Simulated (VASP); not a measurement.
Write the native input for VASP 6.6.1 that does the following.

* Task: single point
* Functional: r2SCAN
* Potentials or basis: VASP PAW PBE potentials, release 64 (B, N)
* Cutoff: 520 eV
* k mesh: 12 × 12 × 12
* Occupations: gaussian, width 0.01 eV
* Spin: no spin polarisation
* Dipole correction: no
* Further INCAR settings: ALGO = Normal; EDIFF = 1e-06; NBANDS = 11

The system is BN.

```
CELL_PARAMETERS angstrom
0.00000 1.87900 1.87900
1.87900 0.00000 1.87900
1.87900 1.87900 0.00000
ATOMIC_POSITIONS crystal
B 0.00000 0.00000 0.00000
N 0.25000 0.25000 0.25000
```

This cell differs from its parent crystal: strain +4.1%.

One way to write it, as run:

POSCAR

```
BN
1.0
    0.0000000000      1.8790037797      1.8790037797
    1.8790037797      0.0000000000      1.8790037797
    1.8790037797      1.8790037797      0.0000000000
B N
1 1
Direct
    0.0000000000      0.0000000000      0.0000000000
    0.2500000000      0.2500000000      0.2500000000
```

INCAR.step1

```
  ALGO = Normal
  EDIFF = 1E-4
  ENCUT = 520
  GGA = PE
  ISMEAR = 0
  LASPH = True
  LCHARG = False
  LREAL = False
  LWAVE = True
  NBANDS = 11
  NELM = 60
  PREC = Accurate
  SIGMA = 0.01
```

INCAR.step2

```
  ALGO = Normal
  EDIFF = 1E-6
  ENCUT = 520
  ISIF = 2
  ISMEAR = 0
  ISTART = 1
  LASPH = True
  LCHARG = False
  LMIXTAU = True
  LREAL = False
  LWAVE = False
  METAGGA = R2SCAN
  NBANDS = 11
  NELM = 60
  PREC = Accurate
  SIGMA = 0.01
```

KPOINTS

```
k-points
0
Gamma
  12 12 12
```

Potentials or basis: VASP PAW PBE potentials, release 64 (B, N).

Run with:

```console
$ cat potpaw_PBE.64/B/POTCAR potpaw_PBE.64/N/POTCAR > POTCAR
$ cp INCAR.step1 INCAR
$ mpirun -np 1 vasp_std > vasp.out
$ cp INCAR.step2 INCAR
$ mpirun -np 1 vasp_std > vasp.out
```

Results of the run:

```yaml
Pressure: -37.2 GPa
Band_gap_on_the_k_mesh: 4.82 eV (least direct gap 8.96 eV)
```

Caveat: the cell differs from its parent crystal (strain +4.1%); the cell stands under tension; the PAW data sets were made with another functional, which shifts forces and pressure a little.

Run time: 62 s on 1 thread of Intel Xeon 8259CL, with other jobs on the host, peak memory 0.13 GiB.
